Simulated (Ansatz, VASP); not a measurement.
**CF4: VASP beside Ansatz**

```
C F
1.0
     9.28627    0.00000    0.00000
     0.00000    9.28627    0.00000
     0.00000    0.00000    9.28627
C F
8 32
Direct
  0.36735 0.89382 0.61694
  0.47048 0.53062 0.36486
  0.58459 0.17807 0.95759
  0.91454 0.94703 0.55507
  0.95522 0.69583 0.97542
  0.12362 0.36246 0.71052
  0.97631 0.41600 0.30555
  0.47251 0.61243 0.91847
  0.30789 0.95572 0.50413
  0.29309 0.77767 0.65205
  0.50108 0.85684 0.58606
  0.36730 0.98468 0.72631
  0.59624 0.59557 0.37516
  0.38747 0.60174 0.27374
  0.48949 0.39792 0.31808
  0.40815 0.52786 0.49260
  0.69128 0.24529 0.02282
  0.62875 0.05035 0.91364
  0.47643 0.16232 0.04796
  0.54198 0.25423 0.84537
  0.91579 0.98890 0.69069
  0.01487 0.01713 0.48301
  0.94022 0.80751 0.54822
  0.78739 0.97472 0.49832
  0.00239 0.75859 0.85731
  0.00107 0.76752 0.08903
  0.81296 0.69408 0.97486
  0.00377 0.56242 0.98094
  0.01736 0.26977 0.69225
  0.07945 0.49244 0.67320
  0.16346 0.36278 0.84700
  0.23422 0.32464 0.62930
  0.89559 0.51406 0.36881
  0.90559 0.35991 0.19612
  0.09634 0.47607 0.25920
  0.00807 0.31343 0.39876
  0.53376 0.58766 0.79267
  0.51036 0.74124 0.96460
  0.33089 0.60662 0.90449
  0.51496 0.51387 0.01239
```

Alike in both runs: functional LDA; k mesh 1 × 1 × 1; occupations fermi-dirac, width 0.02 eV; no spin polarisation.

Ansatz relaxed the structure, and its values are those at the end. VASP's run is a single point on that final structure, the one shown.

```csv
,VASP,Ansatz
version,VASP 6.6.1,Ansatz 0.2.0
potentials or method,"VASP PAW LDA potentials, release 64 (C, F), cutoff 520 eV","scalar-relativistic, plane waves, PAW"
valence electrons in the cell,256,256
```

```tsv
	VASP	Ansatz	Ansatz less VASP
rms of the force components (eV/Å)	0.262	0.042	-0.2199
```

LDA's correlation is that of Perdew and Zunger in VASP and of Perdew and Wang (1992) in Ansatz. One of these differences is far larger than is usual between the two programs; its cause wasn't traced.
